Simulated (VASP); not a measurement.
# Bi2Te3 (R-3m) in VASP: single point with PBE+D3(BJ)

Aim: the single point of Bi2Te3 with PBE+D3(BJ).

Program: VASP 6.6.1. These are calculated values, not measurements. Logs are shortened: lines on timing, memory, paths and dates and some standing lists are left out, and cuts for length are marked.

**Experimental background.**

“Vacancy and Antisite-Induced Ferromagnetism in Liquid-Phase Exfoliated Bi2Te3”, 2024, arxiv:2412.10539 quotes, for a bulk crystal of Bi2Te3: band gap 0.17 eV.

The runs below are set against these values where they give the same quantity.

**1. The cell of the first run**

It takes space group R-3m (No. 166, trigonal). The conventional cell has a = 4.386 Å, b = 4.386 Å, c = 30.497 Å, α = 90.00°, β = 90.00°, γ = 120.00°. Within 4.0 Å of Bi (site symmetry 3m) lie 6 Te at 3.07 to 3.25 Å. Te (site symmetry -3m) has 6 Bi at 3.25 Å and 12 Te at 4.39 to 4.55 Å within 4.6 Å. Within 4.0 Å of Te (site symmetry 3m) lie 3 Bi at 3.07 Å and 3 Te at 3.64 Å.

**2. Single point, PBE+D3(BJ)**

Contents of INCAR:

```
ALGO     = Normal         # electronic algorithm
EDIFF    = 1E-6           # SCF threshold, eV
ENCUT    = 500            # plane-wave cutoff, eV
GGA      = PE             # functional
GGA_COMPAT= F            
ISIF     = 2              # what is computed and relaxed
ISMEAR   = 0              # smearing method
IVDW     = 12             # dispersion correction
LASPH    = T              # aspherical terms in the spheres
LCHARG   = T              # write CHGCAR
LELF     = T              # ELF
LREAL    = F              # projectors in reciprocal space
LVHAR    = T            
LWAVE    = F              # write WAVECAR
NBANDS   = 32             # bands
NELM     = 120            # most SCF steps
PREC     = Accurate       # precision mode
SIGMA    = 0.1            # smearing width, eV
```

Contents of KPOINTS:

```
k-points
0
Gamma
  6 6 6
```

Contents of POSCAR:

```
Bi2Te3
1.0
    2.1930005584      1.2661294627     10.1656700000
   -2.1930005584      1.2661294627     10.1656700000
    0.0000000000     -2.5322589254     10.1656700000
Bi Te
2 3
Direct
    0.4000000000      0.4000000000      0.4000000000
    0.6000000000      0.6000000000      0.6000000000
    0.0000000000      0.0000000000      0.0000000000
    0.2095000000      0.2095000000      0.2095000000
    0.7905000000      0.7905000000      0.7905000000
```

Potentials or basis: VASP PAW PBE potentials, release 64 (Bi_d, Te).

On the command line:

```console
cat potpaw_PBE.64/Bi_d/POTCAR potpaw_PBE.64/Te/POTCAR > POTCAR
mpirun -np 1 vasp_std > vasp.out
```

OUTCAR:

```text
EDIFF = 1E-6
   ENCUT = 500
   GGA = PE
   ISIF = 2
   ISMEAR = 0
   IVDW = 12
   LASPH = T
   LREAL = F
   NELM = 120
   PREC = Accurate
 IVDW          = 12

 ion  position               nearest neighbor table
   1  0.400  0.400  0.400-   5 3.07   5 3.07   5 3.07   3 3.25   3 3.25   3 3.25
   2  0.600  0.600  0.600-   4 3.07   4 3.07   4 3.07   3 3.25   3 3.25   3 3.25
   3  0.000  0.000  0.000-   2 3.25   1 3.25   2 3.25   2 3.25   1 3.25   1 3.25
   4  0.209  0.209  0.209-   2 3.07   2 3.07   2 3.07   5 3.64   5 3.64   5 3.64
   5  0.791  0.791  0.791-   1 3.07   1 3.07   1 3.07   4 3.64   4 3.64   4 3.64

  LATTYP: Found a trigonal (rhomboedric) cell.
 ALAT       =    10.4763152785
 COS(alpha) =     0.9123624232

  Lattice vectors:

 A1 = (   2.1930005584,   1.2661294627,  10.1656700000)
 A2 = (  -2.1930005584,   1.2661294627,  10.1656700000)
 A3 = (   0.0000000000,  -2.5322589254,  10.1656700000)

Analysis of symmetry for initial positions (statically):
=====================================================================
 Subroutine PRICEL returns:
 Original cell was already a primitive cell.

 Routine SETGRP: Setting up the symmetry group for a
 trigonal (rhombohedral) supercell.

 Subroutine GETGRP returns: Found 12 space group operations
 (whereof 12 operations were pure point group operations)
 out of a pool of 12 trial point group operations.

The static configuration has the point symmetry D_3d.

Analysis of symmetry for dynamics (positions and initial velocities):
=====================================================================
 Subroutine PRICEL returns:
 Original cell was already a primitive cell.

 Routine SETGRP: Setting up the symmetry group for a
 trigonal (rhombohedral) supercell.

 Subroutine GETGRP returns: Found 12 space group operations
 (whereof 12 operations were pure point group operations)
 out of a pool of 12 trial point group operations.

The dynamic configuration has the point symmetry D_3d.

 Subroutine INISYM returns: Found 12 space group operations
 (whereof 12 operations are pure point group operations),
 and found     1 'primitive' translations

----------------------------------------------------------------------------------------

                                     Primitive cell

  volume of cell :     169.3574

  direct lattice vectors                    reciprocal lattice vectors
     2.193000558  1.266129463 10.165670000     0.227998118  0.131634775  0.032790100
    -2.193000558  1.266129463 10.165670000    -0.227998118  0.131634775  0.032790100
     0.000000000 -2.532258925 10.165670000     0.000000000 -0.263269550  0.032790100

  length of vectors
    10.476315278 10.476315278 10.476315278     0.265303687  0.265303687  0.265303687

  position of ions in fractional coordinates (direct lattice)
     0.400000000  0.400000000  0.400000000
     0.600000000  0.600000000  0.600000000
     0.000000000  0.000000000  0.000000000
     0.209500000  0.209500000  0.209500000
     0.790500000  0.790500000  0.790500000

  ion indices of the primitive-cell ions
   primitive index   ion index
                 1           1
                 2           2
                 3           3
                 4           4
                 5           5

----------------------------------------------------------------------------------------

 KPOINTS: k-points

Automatic generation of k-mesh.
 Grid dimensions read from file:
 generate k-points for:    6    6    6

 Generating k-lattice:

  Cartesian coordinates                     Fractional coordinates (reciprocal lattice)
     0.037999686  0.021939129  0.005465017     0.166666667  0.000000000 -0.000000000
    -0.037999686  0.021939129  0.005465017     0.000000000  0.166666667 -0.000000000
     0.000000000 -0.043878258  0.005465017    -0.000000000 -0.000000000  0.166666667

  Length of vectors
     0.044217281  0.044217281  0.044217281

  Shift w.r.t. Gamma in fractional coordinates (k-lattice)
     0.000000000  0.000000000  0.000000000

 Subroutine IBZKPT returns following result:
 ===========================================

 Found     32 irreducible k-points:

 Following reciprocal coordinates:
            Coordinates               Weight
  0.000000  0.000000  0.000000      1.000000
  0.166667 -0.000000 -0.000000      6.000000
  0.333333  0.000000 -0.000000      6.000000
  0.500000  0.000000 -0.000000      3.000000
  0.166667  0.166667 -0.000000      6.000000
  0.333333  0.166667  0.000000     12.000000
[... 16 lines left out ...]
  0.500000  0.500000  0.166667      6.000000
 -0.333333  0.500000  0.166667     12.000000
 [... further k-points ...]
   k-points           NKPTS =     32   k-points in BZ     NKDIM =     32   number of bands    NBANDS=     32
   number of dos      NEDOS =    301   number of ions     NIONS =      5
   total plane-waves  NPLWV = 512000
   dimension x,y,z NGX =    80 NGY =   80 NGZ =   80
   dimension x,y,z NGXF=   160 NGYF=  160 NGZF=  160
   ions per type =               2   3
   NGX,Y,Z   is equivalent  to a cutoff of  12.69, 12.69, 12.69 a.u.
   NGXF,Y,Z  is equivalent  to a cutoff of  25.39, 25.39, 25.39 a.u.
 SYSTEM =  unknown system
   PREC   = accura    normal or accurate (medium, high low for compatibility)
   ISTART =      0    job   : 0-new  1-cont  2-samecut
   ICHARG =      2    charge: 1-file 2-atom 10-const
   ISPIN  =      1    spin polarized calculation?
   LNONCOLLINEAR =      F non collinear calculations
   LSORBIT =      F    spin-orbit coupling
   LASPH  =      T    aspherical Exc in radial PAW
   ENCUT  =  500.0 eV  36.75 Ry    6.06 a.u.  19.10 19.10 19.10*2*pi/ulx,y,z
   NELM   =    120;   NELMIN=  2; NELMDL= -5     # of ELM steps
   EDIFF  = 0.1E-05   stopping-criterion for ELM
   LREAL  =      F    real-space projection
   EDIFFG = 0.1E-04   stopping-criterion for IOM
   NSW    =      0    number of steps for IOM
   IBRION =     -1    ionic relax: 0-MD 1-quasi-New 2-CG
   NFREE  =      0    steps in history (QN), initial steepest desc. (CG)
   ISIF   =      2    stress and relaxation
   ISYM   =      2    0-nonsym 1-usesym 2-fastsym
   POTIM  = 0.5000    time-step for ionic-motion
   TEBEG  =    0.0;   TEEND  =   0.0 temperature during run
   PSTRESS=    0.0 pullay stress
   NELECT =      48.0000    total number of electrons
   NUPDOWN=      -1.0000    fix difference up-down
   EMIN   =  10.00;   EMAX   =-10.00  energy-range for DOS
   EFERMI =   0.00;   METHOD = LEGACY
   ISMEAR =     0;   SIGMA  =   0.10  broadening in eV -4-tet -1-fermi 0-gaus
   EFERMI_NEDOS =   21; number of points for ismear=-14 and -15
   IALGO  =     38    algorithm
   IMIX   =      4    mixing-type and parameters
     AMIX     =   0.40;   BMIX     =  1.00
     AMIX_MAG =   1.60;   BMIX_MAG =  1.00
  volume/ion in A,a.u.               =      33.87       228.58
  Fermi-wavevector in a.u.,A,eV,Ry     =   1.075360  2.032136 15.733765  1.156399
  Thomas-Fermi vector in A             =   2.211214
   LORBIT       =      0    0 simple, 1 ext, 2 COOP (PROOUT), +10 PAW based schemes
   GGA     = PE    functional components
   LHFCALC =     F    Hartree Fock is set to
   AEXX    =    0.0000 exact exchange contribution
   IVDW    =    12    specifies the selected vdW correction
   LEPSILON=     F    determine dielectric tensor
   LRPA    =     F    only Hartree local field effects (RPA)
 non-spin polarized calculation
 Gauss-broadening in eV      SIGMA  =   0.10
  energy-cutoff  :      500.00
  volume of cell :      169.36
 maximum number of plane-waves:      4324
 NGX is ok and might be reduce to    80
   NGX = 39   NGY = 39   NGZ = 39

 number of electron      48.0000004 magnetization

 Free energy of the ion-electron system (eV)
  ---------------------------------------------------
  ext. energy  EPLUGINS =         0.00000000
  ---------------------------------------------------
  free energy    TOTEN  =       -18.33546496 eV

  energy without entropy =      -18.33539236  energy(sigma->0) =      -18.33542866

 E-fermi :   6.3639     XC(G=0):  -9.3291

 val. band max:        6.2233334509   @ k =   0.0000   0.0000   0.0000
 cond. band min:       6.5043736382   @ k =   0.0000   0.0000   0.0000
 fundamental gap:      0.2810401874
 Fermi energy:         6.3638632899

 k-point     1 :       0.0000    0.0000    0.0000
  band No.  band energies     occupation
      1     -16.9963      2.00000
      2     -16.9963      2.00000
      3     -16.9949      2.00000
      4     -16.9949      2.00000
      5     -16.9873      2.00000
      6     -16.9860      2.00000
[... 24 lines left out ...]
     31      11.0341      0.00000
     32      11.5563      0.00000

 k-point     2 :       0.1667   -0.0000   -0.0000
  band No.  band energies     occupation
      1     -16.9983      2.00000
      2     -16.9966      2.00000
      3     -16.9936      2.00000
      4     -16.9922      2.00000
      5     -16.9862      2.00000
      6     -16.9848      2.00000
[... 24 lines left out ...]
     31      10.3551      0.00000
     32      11.2219      0.00000

 k-point     3 :       0.3333    0.0000   -0.0000
  band No.  band energies     occupation
      1     -17.0034      2.00000
      2     -17.0010      2.00000
      3     -16.9906      2.00000
      4     -16.9886      2.00000
      5     -16.9885      2.00000
      6     -16.9864      2.00000
[... 24 lines left out ...]
     31      10.3409      0.00000
     32      11.3714      0.00000

 k-point     4 :       0.5000    0.0000   -0.0000
  band No.  band energies     occupation
      1     -17.0061      2.00000
      2     -17.0034      2.00000
      3     -16.9904      2.00000
      4     -16.9898      2.00000
      5     -16.9877      2.00000
      6     -16.9875      2.00000
[... 654 lines left out ...]
     31      10.1798      0.00000
     32      11.9994      0.00000

 k-point    23 :       0.5000    0.5000    0.1667
  band No.  band energies     occupation
      1     -17.0033      2.00000
      2     -17.0011      2.00000
      3     -16.9906      2.00000
      4     -16.9886      2.00000
      5     -16.9885      2.00000
      6     -16.9864      2.00000
[... 24 lines left out ...]
     31      10.2998      0.00000
     32      11.1803      0.00000

 k-point    24 :      -0.3333    0.5000    0.1667
  band No.  band energies     occupation
      1     -17.0028      2.00000
      2     -17.0007      2.00000
      3     -16.9925      2.00000
      4     -16.9898      2.00000
      5     -16.9875      2.00000
      6     -16.9857      2.00000
[... 24 lines left out ...]
     31      10.8995      0.00000
     32      11.5250      0.00000

 [... further k-points ...]

------------------------ aborting loop because EDIFF is reached ----------------------------------------

 Edisp (eV)   -2.23778

 E8    (eV) :    -1.0622

  FORCE on cell =-STRESS in cart. coord.  units (eV):
  Direction    XX          YY          ZZ          XY          YZ          ZX
  --------------------------------------------------------------------------------------
  -------------------------------------------------------------------------------------
  Total      -0.27540    -0.27540    -0.48507     0.00000    -0.00000     0.00000
  in kB      -2.60541    -2.60541    -4.58890     0.00000    -0.00000     0.00000
  external pressure =       -3.27 kB  Pullay stress =        0.00 kB

 VOLUME and BASIS-vectors are now :
 -----------------------------------------------------------------------------
  energy-cutoff  :      500.00
  volume of cell :      169.36
      direct lattice vectors                 reciprocal lattice vectors
     2.193000558  1.266129463 10.165670000     0.227998118  0.131634775  0.032790100
    -2.193000558  1.266129463 10.165670000    -0.227998118  0.131634775  0.032790100
     0.000000000 -2.532258925 10.165670000     0.000000000 -0.263269550  0.032790100

 POSITION                                       TOTAL-FORCE (eV/Angst)
 -----------------------------------------------------------------------------------
      0.00000      0.00000     12.19880         0.000000      0.000000      0.008472
      0.00000      0.00000     18.29821         0.000000      0.000000     -0.008472
      0.00000      0.00000      0.00000         0.000000      0.000000     -0.000000
      0.00000      0.00000      6.38912         0.000000      0.000000      0.024907
      0.00000      0.00000     24.10789         0.000000     -0.000000     -0.024907
 -----------------------------------------------------------------------------------
    total drift:                               -0.000000     -0.000000     -0.000000

  FREE ENERGIE OF THE ION-ELECTRON SYSTEM (eV)
  ---------------------------------------------------
  free  energy   TOTEN  =       -20.5732483858 eV

  energy  without entropy=      -20.5731757915  energy(sigma->0) =      -20.57321209
```

Wall time 16 min (1 thread of Oxide Virtual Turin-like, shared host); peak memory 0.9 GiB.

Results:

* Free energy: -20.5732 eV
* Pressure: -0.3 GPa
* Largest force: 0.025 eV/Å
* Band gap on the k mesh: 0.28 eV
* Dispersion energy per atom: -0.448 eV

Forces in eV/Å, atoms in the order of the input:
```
Bi   0.000  0.000  0.008
Bi   0.000  0.000 -0.008
Te   0.000  0.000  0.000
Te   0.000  0.000  0.025
Te   0.000  0.000 -0.025
```

Stress tensor (GPa, compression positive):
```
-0.26  0.00  0.00
 0.00 -0.26  0.00
 0.00  0.00 -0.46
```

Caveat: spin-orbit coupling is left out, which moves the levels of the heavy elements.

**3. Comparison with measurements**

Step 2. Against the measured gap of Bi2Te3, 0.17 eV (quoted in “Vacancy and Antisite-Induced Ferromagnetism in Liquid-Phase Exfoliated Bi2Te3”, 2024, arxiv:2412.10539), the calculated 0.28 eV is off by +0.11 eV. Spin-orbit coupling on Bi, Te is left out. The value is that of PBE+D3(BJ) on a finite k mesh, which can miss the band edges, without temperature or zero-point motion.
